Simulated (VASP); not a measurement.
# Zn2CdTe3 (P4mm) in VASP: notebook, part 3 of 3

VASP 6.6.1. The steps go on from the part before.

### 6 Relaxation of cell and atoms, PBE

This run uses another cell than the first one, of 36.57 Å³/atom.

INCAR

```
PREC = Accurate
ENCUT = 600
EDIFF = 1E-6
ISMEAR = 0
SIGMA = 0.1
LREAL = False
LASPH = True
NELM = 60
ALGO = Normal
ISIF = 3
LWAVE = False
LCHARG = False
GGA = PE
IBRION = 2
NSW = 90
EDIFFG = -0.04
```

KPOINTS

```
regular mesh
0
Gamma
  4 4 4
```

POSCAR

```
Zn2CdTe3
1.0
    5.4200122637      0.0000000000      0.0000000000
    0.0000000000      5.4200122637      0.0000000000
    0.0000000000      0.0000000000      7.4685274571
Zn Cd Te
2 1 3
Direct
    0.5000000000      0.0000000000      0.1466970583
    0.0000000000      0.5000000000      0.1466970583
    0.0000000000      0.0000000000      0.6622426268
    0.0000000000      0.0000000000      0.2734347340
    0.5000000000      0.0000000000      0.7994872063
    0.0000000000      0.5000000000      0.7994872063
```

Potentials or basis: VASP PAW PBE potentials, release 64 (Zn, Cd, Te).

Started as:

```
$ cat potpaw_PBE.64/Zn/POTCAR potpaw_PBE.64/Cd/POTCAR potpaw_PBE.64/Te/POTCAR > POTCAR
$ mpirun -np 1 vasp_std > vasp.out
```

OUTCAR:

```text
PREC = Accurate
   ENCUT = 600
   EDIFF = 1E-6
   ISMEAR = 0
   LREAL = False
   LASPH = True
   NELM = 60
   ISIF = 3
   GGA = PE
   IBRION = 2
   NSW = 90
   EDIFFG = -0.04

 ion  position               nearest neighbor table
   1  0.500  0.000  0.147-   5 2.59   4 2.87   4 2.87
   2  0.000  0.500  0.147-   6 2.59   4 2.87   4 2.87
   3  0.000  0.000  0.662-   5 2.90   6 2.90   6 2.90   5 2.90   4 2.90
   4  0.000  0.000  0.273-   1 2.87   2 2.87   2 2.87   1 2.87   3 2.90
   5  0.500  0.000  0.799-   1 2.59   3 2.90   3 2.90
   6  0.000  0.500  0.799-   2 2.59   3 2.90   3 2.90

  LATTYP: Found a simple tetragonal cell.
 ALAT       =     5.4200122637
 C/A-ratio  =     1.3779539775

  Lattice vectors:

 A1 = (   5.4200122637,   0.0000000000,   0.0000000000)
 A2 = (   0.0000000000,   5.4200122637,   0.0000000000)
 A3 = (   0.0000000000,   0.0000000000,   7.4685274571)

Analysis of symmetry for initial positions (statically):
=====================================================================
 Subroutine PRICEL returns:
 Original cell was already a primitive cell.

 Routine SETGRP: Setting up the symmetry group for a
 simple tetragonal supercell.

 Subroutine GETGRP returns: Found  8 space group operations
 (whereof  8 operations were pure point group operations)
 out of a pool of 16 trial point group operations.

The static configuration has the point symmetry C_4v.

Analysis of symmetry for dynamics (positions and initial velocities):
=====================================================================
 Subroutine PRICEL returns:
 Original cell was already a primitive cell.

 Routine SETGRP: Setting up the symmetry group for a
[... 183 lines left out ...]
      0.00000      0.00000      2.04215        -0.000000      0.000000     -0.017500
      2.71001      0.00000      5.97099        -0.000000     -0.000000     -0.017059
      0.00000      2.71001      5.97099        -0.000000      0.000000     -0.017059
 -----------------------------------------------------------------------------------
    total drift:                                0.000000      0.000000      0.001048

  FREE ENERGIE OF THE ION-ELECTRON SYSTEM (eV)
  ---------------------------------------------------
  free  energy   TOTEN  =       -12.1112945234 eV

  energy  without entropy=      -12.0927336062  energy(sigma->0) =      -12.10201406

--------------------------------------- Ionic step        2  -------------------------------------------

 number of electron      53.9999974 magnetization

 Free energy of the ion-electron system (eV)
  ---------------------------------------------------
  ext. energy  EPLUGINS =         0.00000000
  ---------------------------------------------------
  free energy    TOTEN  =       -12.11177577 eV

  energy without entropy =      -12.09346563  energy(sigma->0) =      -12.10262070

 E-fermi :   2.3004     XC(G=0):  -7.9397

 val. band max:        2.2830926203   @ k =   0.5000   0.2500   0.0000
 cond. band min:       2.3054149505   @ k =   0.0000   0.0000   0.0000
 fundamental gap:      0.0223223302
 Fermi energy:         2.3004423191

 k-point     1 :       0.0000    0.0000    0.0000
  band No.  band energies     occupation
      1      -9.6792      2.00000
      2      -9.1341      2.00000
      3      -8.3626      2.00000
      4      -6.5598      2.00000
      5      -6.5598      2.00000
      6      -6.4626      2.00000
[... 619 lines left out ...]
     31       4.0869      0.00000
     32       6.4955      0.00000

------------------------ aborting loop because EDIFF is reached ----------------------------------------

  FORCE on cell =-STRESS in cart. coord.  units (eV):
  Direction    XX          YY          ZZ          XY          YZ          ZX
  --------------------------------------------------------------------------------------
  -------------------------------------------------------------------------------------
  Total       -0.0668062     -0.0668062      0.0295621      0.0000000      0.0000000      0.0000000
  in kB       -0.4875617     -0.4875617      0.2157485      0.0000000      0.0000000      0.0000000
  external PRESSURE =      -0.2531250 kB  Pullay stress =       0.0000000 kB

 VOLUME and BASIS-vectors are now :
 -----------------------------------------------------------------------------
  energy-cutoff  :      600.00
  volume of cell :      219.53
      direct lattice vectors                 reciprocal lattice vectors
     5.415794250  0.000000000  0.000000000     0.184645124  0.000000000  0.000000000
     0.000000000  5.415794250  0.000000000     0.000000000  0.184645124  0.000000000
     0.000000000  0.000000000  7.484680876     0.000000000  0.000000000  0.133606231

 POSITION                                       TOTAL-FORCE (eV/Angst)
 -----------------------------------------------------------------------------------
      2.70790      5.41579      1.09917        -0.000000      0.000000     -0.006272
      5.41579      2.70790      1.09917        -0.000000      0.000000     -0.006272
      0.00000      5.41579      4.95679        -0.000000      0.000000     -0.016850
      5.41579      0.00000      2.04573         0.000000      0.000000     -0.005351
      2.70790      5.41579      5.98308        -0.000000      0.000000      0.017373
      5.41579      2.70790      5.98308        -0.000000     -0.000000      0.017373
 -----------------------------------------------------------------------------------
    total drift:                                0.000000     -0.000000      0.003551

  FREE ENERGIE OF THE ION-ELECTRON SYSTEM (eV)
  ---------------------------------------------------
  free  energy   TOTEN  =       -12.1117757674 eV

  energy  without entropy=      -12.0934656277  energy(sigma->0) =      -12.10262070

 reached required accuracy - stopping structural energy minimisation
```

CONTCAR:

```text
Zn2CdTe3
   1.00000000000000
     5.4157942503635939    0.0000000000000000    0.0000000000000000
     0.0000000000000000    5.4157942503635939    0.0000000000000000
     0.0000000000000000    0.0000000000000000    7.4846808761631349
  Zn              Cd              Te
     2     1     3
Direct
     0.5000000000000000    1.0000000000000000    0.1468557449658138
     1.0000000000000000    0.5000000000000000    0.1468557449658138
     0.0000000000000000    1.0000000000000000    0.6622586826000904
     1.0000000000000000    0.0000000000000000    0.2733216938712859
     0.5000000000000000    1.0000000000000000    0.7993770117984973
     1.0000000000000000    0.5000000000000000    0.7993770117984973

  0.00000000E+00  0.00000000E+00  0.00000000E+00
  0.00000000E+00  0.00000000E+00  0.00000000E+00
  0.00000000E+00  0.00000000E+00  0.00000000E+00
  0.00000000E+00  0.00000000E+00  0.00000000E+00
  0.00000000E+00  0.00000000E+00  0.00000000E+00
  0.00000000E+00  0.00000000E+00  0.00000000E+00
```

Wall time 7.9 min (1 thread of Intel Xeon 8259CL, shared host); peak memory 0.49 GiB.

Results:

```
Free energy                           : -12.1118 eV
Relaxed volume                        : 36.59 Å³/atom
Relaxed cell                          : a = 5.416 Å, b = 5.416 Å, c = 7.485 Å, α = 90.00°, β = 90.00°, γ = 90.00°
Space group after relaxing (to 0.1 Å) : P4mm (No. 99)
Energy gained by relaxing             : 0.1 meV/atom
Ionic steps                           : 2
Pressure after relaxing               : 0.0 GPa
Largest force after relaxing          : 0.017 eV/Å
Band gap on the k mesh                : zero (bands 27 and 28 overlap by 1.12 eV)
```

Forces in eV/Å, atoms in the order of the input:
```
Zn   0.000  0.000 -0.006
Zn   0.000  0.000 -0.006
Cd   0.000  0.000 -0.017
Te   0.000  0.000 -0.005
Te   0.000  0.000  0.017
Te   0.000  0.000  0.017
```

The path:
| step | energy change (eV) | largest force (eV/Å) | pressure (GPa) | volume (Å³) |
| --- | --- | --- | --- | --- |
| 1 | 0.0000 | 0.0246 | 0.02 | 219.40 |
| 2 | -0.0005 | 0.0174 | -0.03 | 219.53 |

Final structure:
```
CELL_PARAMETERS angstrom
5.41579 0.00000 0.00000
0.00000 5.41579 0.00000
0.00000 0.00000 7.48468
ATOMIC_POSITIONS crystal
Zn 0.50000 0.00000 0.14686
Zn 0.00000 0.50000 0.14686
Cd 0.00000 0.00000 0.66226
Te 0.00000 0.00000 0.27332
Te 0.50000 0.00000 0.79938
Te 0.00000 0.50000 0.79938
```

Caveat: spin-orbit coupling is left out, which moves the levels of the heavy elements.

### 7 Single point, PBE

This run uses another cell than the first one, of 36.53 Å³/atom.

INCAR

```
ALGO     = Normal         # electronic algorithm
EDIFF    = 1E-6           # SCF threshold, eV
ENCUT    = 520            # plane-wave cutoff, eV
GGA      = PE             # functional
ISIF     = 2              # what is computed and relaxed
ISMEAR   = 0              # smearing method
LASPH    = True           # aspherical terms in the spheres
LCHARG   = False          # write CHGCAR
LREAL    = False          # projectors in reciprocal space
LWAVE    = False          # write WAVECAR
NBANDS   = 36             # bands
NELM     = 100            # most SCF steps
PREC     = Accurate       # precision mode
SIGMA    = 0.1            # smearing width, eV
```

KPOINTS

```
k-points
0
Gamma
  8 8 6
```

POSCAR

```
Zn2CdTe3
1.0
    5.4446908761      0.0000000000      0.0000000000
    0.0000000000      5.4446908761      0.0000000000
    0.0000000000      0.0000000000      7.3941719469
Zn Cd Te
2 1 3
Direct
    0.5000000000      0.0000000000      0.1486398046
    0.0000000000      0.5000000000      0.1486398046
    0.0000000000      0.0000000000      0.6636283024
    0.0000000000      0.0000000000      0.2730449295
    0.5000000000      0.0000000000      0.7970465245
    0.0000000000      0.5000000000      0.7970465245
```

Started as:

```
$ cat potpaw_PBE.64/Zn/POTCAR potpaw_PBE.64/Cd/POTCAR potpaw_PBE.64/Te/POTCAR > POTCAR
$ mpirun -np 1 vasp_std > vasp.out
```

Run time: 5.7 min. Hardware: 1 thread of AMD EPYC 7R13 (Zen 3), shared host; peak memory 0.55 GiB.

Results (log left out):

```
Free energy            : -12.0476 eV
Pressure               : 0.1 GPa
Largest force          : 0.014 eV/Å
Band gap on the k mesh : zero (bands 27 and 28 overlap by 1.14 eV)
```

Forces in eV/Å, atoms in the order of the input:
```
Zn   0.000  0.000  0.014
Zn   0.000  0.000  0.014
Cd   0.000  0.000 -0.008
Te   0.000  0.000 -0.007
Te   0.000  0.000 -0.007
Te   0.000  0.000 -0.007
```

Levels at points of the mesh, in eV from the Fermi level:
| k point | band 24 | band 25 | band 26 | band 27 | band 28 | band 29 | band 30 | band 31 |
| --- | --- | --- | --- | --- | --- | --- | --- | --- |
| (0.00, 0.00, 0.00) | -2.42 | -1.50 | -1.01 | -0.26 | -0.17 | -0.17 | 0.00 | 3.01 |
| (0.50, 0.00, 0.00) | -2.00 | -1.86 | -1.48 | -1.32 | -0.52 | 2.35 | 2.78 | 2.91 |
| (0.50, 0.50, 0.00) | -2.62 | -2.62 | 0.48 | 0.56 | 0.77 | 2.72 | 2.72 | 3.37 |
| (0.00, 0.00, 0.50) | -2.92 | -2.92 | -0.32 | -0.15 | -0.15 | 0.37 | 0.79 | 3.51 |
| (0.50, 0.00, 0.50) | -1.99 | -1.75 | -1.49 | -1.30 | -0.07 | 1.78 | 2.48 | 2.56 |
| (0.50, 0.50, 0.50) | -1.91 | -1.91 | 0.29 | 0.49 | 0.78 | 1.30 | 1.91 | 1.91 |

Caveat: spin-orbit coupling is left out, which moves the levels of the heavy elements.

### 8 Overview

| task | cell | k mesh | cutoff (eV) | gap on the mesh (eV) | pressure (GPa) | relaxed volume (Å³/atom) | largest force (eV/Å) |
| --- | --- | --- | --- | --- | --- | --- | --- |
| single point | a = 4.616, b = 4.616, c = 7.744 Å, 6 atoms, atomic positions A | 4 × 4 × 2 | 520 | none | 20.7 | - | 4.00 |
| single point | a = 5.420, b = 5.420, c = 7.469 Å, 6 atoms, atomic positions B | 4 × 4 × 4 | 520 | none | 0.0 | - | 0.02 |
| single point | a = 5.420, b = 5.420, c = 7.469 Å, 6 atoms, atomic positions B | 4 × 4 × 2 | 520 | none | 0.0 | - | 0.01 |
| relaxation of cell and atoms | relaxed from a = 4.616, b = 4.616, c = 7.744 Å, 6 atoms, atomic positions A | 4 × 4 × 2 | 600 | none | 0.0 | 36.44 | 0.04 |
| relaxation of cell and atoms | relaxed from a = 5.420, b = 5.420, c = 7.469 Å, 6 atoms, atomic positions B | 4 × 4 × 4 | 600 | none | 0.0 | 36.59 | 0.02 |
| single point | a = 5.445, b = 5.445, c = 7.394 Å, 6 atoms, atomic positions C | 8 × 8 × 6 | 520 | none | 0.1 | - | 0.01 |

Alike in all rows: level PBE; potentials or basis VASP PAW PBE potentials, release 64 (Zn, Cd, Te); no spin polarisation; smearing gaussian 0.1 eV.

Caveats: some runs use coarse meshes; spin-orbit coupling is left out, which moves the levels of the heavy elements; forces of over 1 eV/Å act on the atoms, so gaps and moduli don't describe the material at rest (at least some runs); the volume moved by over 15 % at a fixed basis, so the end points are rough (at least some runs).

Total energies depend on the potentials used, so only differences within one code and one set of settings carry meaning.
